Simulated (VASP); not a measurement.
A run of VASP 6.6.1 is set up as follows.

File INCAR:

```
SYSTEM = NaF
PREC = Accurate
ENCUT = 520
EDIFF = 1E-6
ISMEAR = -1
SIGMA = 0.02
LREAL = .FALSE.
LASPH = .TRUE.
NELM = 60
ALGO = Normal
ISIF = 2
LWAVE = .FALSE.
LCHARG = .TRUE.
GGA = PE
LELF = .TRUE.
LVHAR = .TRUE.
NBANDS = 14
```

The input KPOINTS:

```
Automatic mesh
0
G
  10 10 10
  0 0 0
```

POSCAR

```
NaF
1.0
    0.0000000000      2.2856822396      2.2856822396
    2.2856822396      0.0000000000      2.2856822396
    2.2856822396      2.2856822396      0.0000000000
Na F
1 1
Direct
    0.0000000000      0.0000000000      0.0000000000
    0.5000000000      0.5000000000      0.5000000000
```

Potentials or basis: VASP PAW PBE potentials, release 64 (Na_pv, F).

The run is started by

```bash
$ cat potpaw_PBE.64/Na_pv/POTCAR potpaw_PBE.64/F/POTCAR > POTCAR
$ mpirun -np 1 vasp_std > vasp.out
```

Task: Estimate the band gap on the k mesh.

Result: 6.53 eV, direct.

Task: What does it give for the pressure?

Result: 4.5 GPa.

Caveat: the cell differs from its parent crystal (strain -0.5%). A k mesh can miss the band edges.
